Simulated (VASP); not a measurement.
# SiO2 (I-42d) in VASP: single point with PBE-based screened hybrid with 35 % exact exchange

Aim: the single point of SiO2 with PBE-based screened hybrid with 35 % exact exchange.

All numbers are computed with VASP 6.6.1; they aren't measurements. Logs are shortened: lines on timing, memory, paths and dates and some standing lists are left out, and cuts for length are marked.

### Step 1. The cell of the first run

It takes space group I-42d (No. 122, tetragonal). The conventional cell has a = 4.803 Å, b = 4.803 Å, c = 7.317 Å, α = 90.00°, β = 90.00°, γ = 90.00°. Si (site symmetry -4) has 4 O at 1.62 Å within 2.2 Å. O (site symmetry 2) has 2 Si at 1.62 Å within 2.2 Å.

### Step 2. Single point, PBE-based screened hybrid with 35 % exact exchange

Contents of POSCAR:

```
SiO2
1.0
   -2.4016287954      2.4016287954      3.6585047410
    2.4016287954     -2.4016287954      3.6585047410
    2.4016287954      2.4016287954     -3.6585047410
Si O
2 4
Direct
    0.0000000000      0.0000000000      0.0000000000
    0.7500000000      0.2500000000      0.5000000000
    1.0000759676      0.6250000000      0.8750759676
    0.3750000000      0.2500759676      0.3750759676
    0.7499240324      0.1250000000      0.1249240324
    0.8750000000     -0.0000759676      0.6249240324
```

Contents of INCAR.step1:

```
SYSTEM = SiO2
  PREC = Accurate
  ENCUT = 520
  EDIFF = 1E-5
  ISMEAR = 0
  SIGMA = 0.05
  LREAL = .False.
  LASPH = .True.
  NELM = 80
  ALGO = Normal
  ISIF = 2
  LWAVE = .True.
  LCHARG = .False.
  NBANDS = 25
  GGA = PE
```

Contents of INCAR.step2:

```
SYSTEM = SiO2
  PREC = Accurate
  ENCUT = 520
  EDIFF = 1E-7
  ISMEAR = 0
  SIGMA = 0.05
  LREAL = .False.
  LASPH = .True.
  NELM = 80
  ALGO = Normal
  ISIF = 2
  LWAVE = .False.
  LCHARG = .False.
  GGA = PE
  LHFCALC = .True.
  AEXX = 0.35
  HFSCREEN = 0.3
  PRECFOCK = Fast
  NBANDS = 25
  ISTART = 1
```

Contents of KPOINTS:

```
Automatic mesh
0
Gamma
  4 4 4
  0 0 0
```

Potentials or basis: VASP PAW PBE potentials, release 64 (Si, O).

Command:

```bash
$ cat potpaw_PBE.64/Si/POTCAR potpaw_PBE.64/O/POTCAR > POTCAR
$ cp INCAR.step1 INCAR
$ mpirun -np 1 vasp_std > vasp.out
$ cp INCAR.step2 INCAR
$ mpirun -np 1 vasp_std > vasp.out
```

OUTCAR:

```text
SYSTEM = SiO2
   PREC = Accurate
   ENCUT = 520
   EDIFF = 1E-7
   ISMEAR = 0
   LREAL = .False.
   LASPH = .True.
   NELM = 80
   ISIF = 2
   GGA = PE
   LHFCALC = .True.
   AEXX = 0.35
   HFSCREEN = 0.3
   PRECFOCK = Fast
   ISTART = 1

 ion  position               nearest neighbor table
   1  0.000  0.000  0.000-   3 1.62   4 1.62   5 1.62   6 1.62   2 3.02   2 3.02   2 3.02   2 3.02

   2  0.750  0.250  0.500-   3 1.62   4 1.62   5 1.62   6 1.62   1 3.02   1 3.02   1 3.02   1 3.02

   3  0.000  0.625  0.875-   1 1.62   2 1.62
   4  0.375  0.250  0.375-   1 1.62   2 1.62
   5  0.750  0.125  0.125-   1 1.62   2 1.62
   6  0.875  1.000  0.625-   1 1.62   2 1.62

  LATTYP: Found a body centered tetragonal cell.
 ALAT       =     4.8032575908
 C/A-ratio  =     1.5233431361

  Lattice vectors:

 A1 = (  -2.4016287954,   2.4016287954,   3.6585047410)
 A2 = (   2.4016287954,  -2.4016287954,   3.6585047410)
 A3 = (   2.4016287954,   2.4016287954,  -3.6585047410)

Analysis of symmetry for initial positions (statically):
=====================================================================
 Subroutine PRICEL returns:
 Original cell was already a primitive cell.

 Routine SETGRP: Setting up the symmetry group for a
 body centered tetragonal supercell.

 Subroutine GETGRP returns: Found  8 space group operations
 (whereof  4 operations were pure point group operations)
 out of a pool of 16 trial point group operations.

The static configuration has the point symmetry S_4 .
 The point group associated with its full space group is D_2d.

Analysis of symmetry for dynamics (positions and initial velocities):
=====================================================================
 Subroutine PRICEL returns:
 Original cell was already a primitive cell.

 Routine SETGRP: Setting up the symmetry group for a
 body centered tetragonal supercell.

 Subroutine GETGRP returns: Found  8 space group operations
 (whereof  4 operations were pure point group operations)
 out of a pool of 16 trial point group operations.

The dynamic configuration has the point symmetry S_4 .
 The point group associated with its full space group is D_2d.

 Subroutine INISYM returns: Found  8 space group operations
 (whereof  4 operations are pure point group operations),
 and found     1 'primitive' translations

----------------------------------------------------------------------------------------

                                     Primitive cell

  volume of cell :      84.4064

  direct lattice vectors                    reciprocal lattice vectors
    -2.401628795  2.401628795  3.658504741     0.000000000  0.208192041  0.136667856
     2.401628795 -2.401628795  3.658504741     0.208192041  0.000000000  0.136667856
     2.401628795  2.401628795 -3.658504741     0.208192041  0.208192041  0.000000000

  length of vectors
     4.992023506  4.992023506  4.992023506     0.249042223  0.249042223  0.294428008

  position of ions in fractional coordinates (direct lattice)
     0.000000000  0.000000000  0.000000000
     0.750000000  0.250000000  0.500000000
     0.000075968  0.625000000  0.875075968
     0.375000000  0.250075968  0.375075968
     0.749924032  0.125000000  0.124924032
     0.875000000  0.999924032  0.624924032

  ion indices of the primitive-cell ions
   primitive index   ion index
                 1           1
                 2           2
                 3           3
                 4           4
                 5           5
                 6           6

----------------------------------------------------------------------------------------

 KPOINTS: Automatic mesh

Automatic generation of k-mesh.
 Grid dimensions read from file:
 generate k-points for:    4    4    4

 Generating k-lattice:

  Cartesian coordinates                     Fractional coordinates (reciprocal lattice)
     0.000000000  0.052048010  0.034166964     0.250000000 -0.000000000  0.000000000
     0.052048010  0.000000000  0.034166964    -0.000000000  0.250000000  0.000000000
     0.052048010  0.052048010  0.000000000     0.000000000  0.000000000  0.250000000

  Length of vectors
     0.062260556  0.062260556  0.073607002

  Shift w.r.t. Gamma in fractional coordinates (k-lattice)
     0.000000000  0.000000000  0.000000000

 Subroutine IBZKPT returns following result:
 ===========================================

 Found     13 irreducible k-points:

 Following reciprocal coordinates:
            Coordinates               Weight
  0.000000  0.000000  0.000000      1.000000
  0.250000  0.000000  0.000000      8.000000
  0.500000  0.000000  0.000000      4.000000
  0.250000  0.250000  0.000000      8.000000
  0.500000  0.250000  0.000000     16.000000
 -0.250000  0.250000  0.000000      4.000000
  0.500000  0.500000  0.000000      2.000000
  0.250000  0.250000  0.250000      2.000000
 -0.250000  0.250000  0.250000      4.000000
  0.500000  0.500000  0.250000      4.000000
 -0.250000  0.500000  0.250000      8.000000
 -0.250000 -0.250000  0.250000      2.000000
  0.500000  0.500000  0.500000      1.000000
   k-points           NKPTS =     13   k-points in BZ     NKDIM =     64   number of bands    NBANDS=     25
   number of dos      NEDOS =    301   number of ions     NIONS =      6
   total plane-waves  NPLWV =  64000
   dimension x,y,z NGX =    40 NGY =   40 NGZ =   40
   dimension x,y,z NGXF=    80 NGYF=   80 NGZF=   80
   ions per type =               2   4
   NGX,Y,Z   is equivalent  to a cutoff of  13.32, 13.32, 13.32 a.u.
   NGXF,Y,Z  is equivalent  to a cutoff of  26.64, 26.64, 26.64 a.u.
 SYSTEM =  SiO2
   PREC   = accura    normal or accurate (medium, high low for compatibility)
   ISTART =      1    job   : 0-new  1-cont  2-samecut
   ICHARG =      0    charge: 1-file 2-atom 10-const
   ISPIN  =      1    spin polarized calculation?
   LNONCOLLINEAR =      F non collinear calculations
   LSORBIT =      F    spin-orbit coupling
   LASPH  =      T    aspherical Exc in radial PAW
   ENCUT  =  520.0 eV  38.22 Ry    6.18 a.u.   9.28  9.28  9.28*2*pi/ulx,y,z
   NELM   =     80;   NELMIN=  2; NELMDL=  0     # of ELM steps
   EDIFF  = 0.1E-06   stopping-criterion for ELM
   LREAL  =      F    real-space projection
   EDIFFG = 0.1E-05   stopping-criterion for IOM
   NSW    =      0    number of steps for IOM
   IBRION =     -1    ionic relax: 0-MD 1-quasi-New 2-CG
   NFREE  =      0    steps in history (QN), initial steepest desc. (CG)
   ISIF   =      2    stress and relaxation
   ISYM   =      3    0-nonsym 1-usesym 2-fastsym
   POTIM  = 0.5000    time-step for ionic-motion
   TEBEG  =    0.0;   TEEND  =   0.0 temperature during run
   PSTRESS=    0.0 pullay stress
   NELECT =      32.0000    total number of electrons
   NUPDOWN=      -1.0000    fix difference up-down
   EMIN   =  10.00;   EMAX   =-10.00  energy-range for DOS
   EFERMI =   0.00;   METHOD = LEGACY
   ISMEAR =     0;   SIGMA  =   0.05  broadening in eV -4-tet -1-fermi 0-gaus
   EFERMI_NEDOS =   21; number of points for ismear=-14 and -15
   IALGO  =     38    algorithm
   IMIX   =      1    mixing-type and parameters
     AMIX     =   0.40;   BMIX     =  1.00
     AMIX_MAG =   1.60;   BMIX_MAG =  1.00
  volume/ion in A,a.u.               =      14.07        94.93
  Fermi-wavevector in a.u.,A,eV,Ry     =   1.184858  2.239057 19.101068  1.403889
  Thomas-Fermi vector in A             =   2.321064
   LORBIT       =      0    0 simple, 1 ext, 2 COOP (PROOUT), +10 PAW based schemes
   GGA     = PE    functional components
   LHFCALC =     T    Hartree Fock is set to
   PRECFOCK=fast      Normal, Fast or Accurate (Low or Medium for compatibility)
   ENCUT4O =  -1.0   cutoff for four orbital integrals eV
   NKREDX  =     1    reduce k-point grid by
   NKREDY  =     1    reduce k-point grid by
   NKREDZ  =     1    reduce k-point grid by
   AEXX    =    0.3500 exact exchange contribution
   HFSCREEN=    0.3000 screening length (either q_TF or 0.3 A-1)
   HFSCREENC=   0.3000 screening length for correlation (either q_TF or 0.3 A-1)
   ENCUTFOCK=  -1.0 apply spherical cutoff to Coloumb kernel
   IVDW    =     0    specifies the selected vdW correction
   LEPSILON=     F    determine dielectric tensor
   LRPA    =     F    only Hartree local field effects (RPA)
 non-spin polarized calculation
 Gauss-broadening in eV      SIGMA  =   0.05
  energy-cutoff  :      520.00
  volume of cell :       84.41
 maximum number of plane-waves:      2312
 NGX is ok and might be reduce to    40
  NGX = 24; NGY = 24; NGZ = 24

 number of electron      32.0000009 magnetization

 Free energy of the ion-electron system (eV)
  ---------------------------------------------------
  ext. energy  EPLUGINS =         0.00000000
  ---------------------------------------------------
  free energy    TOTEN  =       -60.86574879 eV

  energy without entropy =      -60.86574879  energy(sigma->0) =      -60.86574879

 E-fermi :  -1.5551     XC(G=0):  -6.6951

 val. band max:       -1.8463569863   @ k =   0.0000   0.0000   0.0000
 cond. band min:       6.4156727820   @ k =   0.0000   0.0000   0.0000
 fundamental gap:      8.2620297683
 Fermi energy:        -1.5551011426

 k-point     1 :       0.0000    0.0000    0.0000
  band No.  band energies     occupation
      1     -22.9910      2.00000
      2     -20.7678      2.00000
      3     -20.7678      2.00000
      4     -20.6756      2.00000
      5     -11.0797      2.00000
      6      -7.3731      2.00000
[... 17 lines left out ...]
     24      14.1075      0.00000
     25      14.5113      0.00000

 k-point     2 :       0.2500    0.0000    0.0000
  band No.  band energies     occupation
      1     -22.7901      2.00000
      2     -21.0456      2.00000
      3     -20.7806      2.00000
      4     -20.7175      2.00000
      5     -10.6515      2.00000
      6      -7.5452      2.00000
[... 17 lines left out ...]
     24      13.9660      0.00000
     25      14.5894      0.00000
[... 278 lines left out ...]
     24      14.0425      0.00000
     25      14.6770      0.00000

 k-point    13 :       0.5000    0.5000    0.5000
  band No.  band energies     occupation
      1     -21.9744      2.00000
      2     -21.9744      2.00000
      3     -20.8093      2.00000
      4     -20.8093      2.00000
      5      -8.8850      2.00000
      6      -8.8850      2.00000
[... 17 lines left out ...]
     24      14.4543      0.00000
     25      14.4789      0.00000

------------------------ aborting loop because EDIFF is reached ----------------------------------------

  FORCE on cell =-STRESS in cart. coord.  units (eV):
  Direction    XX          YY          ZZ          XY          YZ          ZX
  --------------------------------------------------------------------------------------
  -------------------------------------------------------------------------------------
  Total       -2.0779742     -2.0779742     -1.8334201      0.0000000     -0.0000000      0.0000000
  in kB      -39.4434927    -39.4434927    -34.8014379      0.0000000     -0.0000000      0.0000000
  external PRESSURE =     -37.8961411 kB  Pullay stress =       0.0000000 kB

 VOLUME and BASIS-vectors are now :
 -----------------------------------------------------------------------------
  energy-cutoff  :      520.00
  volume of cell :       84.41
      direct lattice vectors                 reciprocal lattice vectors
    -2.401628795  2.401628795  3.658504741     0.000000000  0.208192041  0.136667856
     2.401628795 -2.401628795  3.658504741     0.208192041  0.000000000  0.136667856
     2.401628795  2.401628795 -3.658504741     0.208192041  0.208192041  0.000000000

 POSITION                                       TOTAL-FORCE (eV/Angst)
 -----------------------------------------------------------------------------------
      0.00000      0.00000      0.00000        -0.000000     -0.000000      0.000000
      0.00000      2.40163      1.82925        -0.000000      0.000000      0.000000
      3.60244      0.60077     -0.91463        -0.000000     -0.569515     -0.000000
      0.60077      1.20081      0.91463        -0.569515      0.000000     -0.000000
     -1.20081      1.80086      2.74388        -0.000000      0.569515     -0.000000
      1.80086      1.20081      4.57313         0.569515      0.000000     -0.000000
 -----------------------------------------------------------------------------------
    total drift:                                0.000008      0.000005      0.000006

  FREE ENERGIE OF THE ION-ELECTRON SYSTEM (eV)
  ---------------------------------------------------
  free  energy   TOTEN  =       -60.8657487874 eV

  energy  without entropy=      -60.8657487874  energy(sigma->0) =      -60.86574879
```

It took 34 min on 1 thread of Intel Xeon Platinum 8559C (Emerald Rapids), shared host; peak memory 0.34 GiB.

Results:

- Free energy: -60.8657 eV
- Pressure: -3.8 GPa
- Largest force: 0.570 eV/Å
- Band gap on the k mesh: 8.26 eV

Forces on the atoms (eV/Å):
```
Si   0.000  0.000  0.000
Si   0.000  0.000  0.000
O    0.000 -0.570  0.000
O   -0.570  0.000  0.000
O    0.000  0.570  0.000
O    0.570  0.000  0.000
```

Levels at points of the mesh, in eV from the valence-band top:
```tsv
k point	band 13	band 14	band 15	band 16	band 17	band 18	band 19	band 20
(0.00, 0.00, 0.00)	-1.26	-1.08	0.00	0.00	8.26	11.07	14.05	14.12
(0.50, 0.00, 0.00)	-1.32	-0.68	-0.24	-0.20	10.84	11.56	12.41	12.75
(0.50, 0.50, 0.00)	-0.76	-0.76	-0.20	-0.20	11.88	11.88	12.73	12.73
(0.50, 0.50, 0.50)	-1.57	-1.57	-0.12	-0.12	11.44	11.44	12.11	12.11
```

Caveat: the cell stands under tension; the PAW data sets were made with another functional, which shifts forces and pressure a little.
